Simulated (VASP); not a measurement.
Write the native input for VASP 6.6.1 that does the following.

```yaml
Task: dielectric tensor
Functional: PBEsol
Potentials_or_basis: VASP PAW PBE potentials, release 64 (Cd, S)
Cutoff: 520 eV
k_mesh: 7 × 7 × 4
Occupations: gaussian, width 0.01 eV
Spin: no spin polarisation
Dipole_correction: no
Further_INCAR_settings: ALGO = Normal; EDIFF = 1e-08
```

The structure of CdS lies in POSCAR:

```
CdS
1.0
    4.1500000000      0.0000000000      0.0000000000
   -2.0750000000      3.5940054257      0.0000000000
    0.0000000000      0.0000000000      6.7370000000
Cd S
2 2
Direct
    0.6666666667      0.3333333333      0.5000000000
    0.3333333333      0.6666666667      0.0000000000
    0.6666666667      0.3333333333      0.8750000000
    0.3333333333      0.6666666667      0.3750000000
```

The input as run:

INCAR

```
PREC = Accurate ; ENCUT = 520
EDIFF = 1E-8 ; ISMEAR = 0
SIGMA = 0.01 ; LREAL = F
LASPH = T ; NELM = 60
ALGO = Normal ; ISIF = 2
LWAVE = F ; LCHARG = F
GGA = PS ; LEPSILON = T
```

KPOINTS

```
Automatic mesh
0
Gamma
  7 7 4
```

Potentials or basis: VASP PAW PBE potentials, release 64 (Cd, S).

Launch:

```console
$ cat potpaw_PBE.64/Cd/POTCAR potpaw_PBE.64/S/POTCAR > POTCAR
$ mpirun -np 1 vasp_std > vasp.out
```

It gave:

| Property | Result |
| --- | --- |
| Band gap on the k mesh | 1.06 eV |
| Electronic dielectric tensor (diagonal) | 6.90, 6.90, 6.92 |
| Born charges (mean of the diagonal) | Cd +2.20; S -2.20 e |

Run time: 6 min on 1 thread of Intel(R) Xeon(R) Platinum 8488C (Sapphire Rapids) (shared host), peak memory 0.48 GiB.
